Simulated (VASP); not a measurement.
Write the native input for VASP 6.6.1 that does the following.

- Task: single point
- Functional: PBEsol
- Potentials or basis: VASP PAW PBE potentials, release 64 (Pb_d, O)
- Cutoff: 520 eV
- k mesh: 5 × 5 × 5
- Occupations: fermi-dirac, width 0.03 eV
- Spin: no spin polarisation
- Dipole correction: no
- Further INCAR settings: ALGO = Normal; EDIFF = 1e-06; NBANDS = 20

The structure of PbO2 lies in POSCAR:

```
PbO2
1.0
    0.0000000000      2.7019920000      2.7019920000
    2.7019920000      0.0000000000      2.7019920000
    2.7019920000      2.7019920000      0.0000000000
Pb O
1 2
Direct
    0.0000000000      0.0000000000      0.0000000000
    0.7500000000      0.7500000000      0.7500000000
    0.2500000000      0.2500000000      0.2500000000
```

The input as run:

INCAR

```
  PREC = Accurate
  ENCUT = 520
  EDIFF = 1E-6
  ISMEAR = -1
  SIGMA = 0.03
  LREAL = False
  LASPH = True
  NELM = 60
  ALGO = Normal
  ISIF = 2
  LWAVE = False
  LCHARG = True
  GGA = PS
  LELF = True
  LVHAR = True
  NBANDS = 20
```

KPOINTS

```
Automatic mesh
0
Gamma
  5 5 5
```

Potentials or basis: VASP PAW PBE potentials, release 64 (Pb_d, O).

Launch:

```bash
$ cat potpaw_PBE.64/Pb_d/POTCAR potpaw_PBE.64/O/POTCAR > POTCAR
$ mpirun -np 1 vasp_std > vasp.out
```

It gave:

- Pressure: -5.9 GPa
- Band gap on the k mesh: zero (band 13 reaches 5.34 eV, above the bottom of band 14 at 4.28 eV)

Caveat: the k points lie up to 0.40 Å⁻¹ apart; the PAW data sets were made with another functional, which shifts forces and pressure a little; spin-orbit coupling is left out, which moves the levels of the heavy elements.

Wall time 4.6 s on 1 thread of Intel(R) Xeon(R) 6975P-C (Granite Rapids), with other jobs on the host, peak memory 0.15 GiB.
